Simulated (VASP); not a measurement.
Set up this calculation in VASP 6.6.1, as the native input.

```yaml
Task: single point
Functional: LDA
Potentials_or_basis: VASP PAW LDA potentials, release 64 (Hf_pv, N)
Cutoff: 520 eV
k_mesh: 11 × 11 × 11
Occupations: fermi-dirac, width 0.05 eV
Spin: no spin polarisation
Dipole_correction: no
Further_INCAR_settings: ALGO = Normal; EDIFF = 1e-07; NBANDS = 14
```

The structure of HfN lies in POSCAR:

```
HfN
1.0
    0.0000000000      2.3146234414      2.3146234414
    2.3146234414      0.0000000000      2.3146234414
    2.3146234414      2.3146234414      0.0000000000
Hf N
1 1
Direct
    0.0000000000      0.0000000000      0.0000000000
    0.5000000000      0.5000000000      0.5000000000
```

One way to write it, as run:

INCAR

```
  ALGO = Normal
  EDIFF = 1E-7
  ENCUT = 520
  GGA = CA
  ISIF = 2
  ISMEAR = -1
  LASPH = T
  LCHARG = F
  LREAL = F
  LWAVE = F
  NBANDS = 14
  NELM = 60
  PREC = Accurate
  SIGMA = 0.05
```

KPOINTS

```
k-points
0
Gamma
  11 11 11
```

Potentials or basis: VASP PAW LDA potentials, release 64 (Hf_pv, N).

The run is started by

```sh
$ cat potpaw_LDA.64/Hf_pv/POTCAR potpaw_LDA.64/N/POTCAR > POTCAR
$ mpirun -np 1 vasp_std > vasp.out
```

Results of the run:

The pressure is -26.7 GPa.

It took 6.5 s on 1 thread of Intel(R) Xeon(R) 6975P-C (Granite Rapids), with other jobs on the host, peak memory 0.13 GiB.
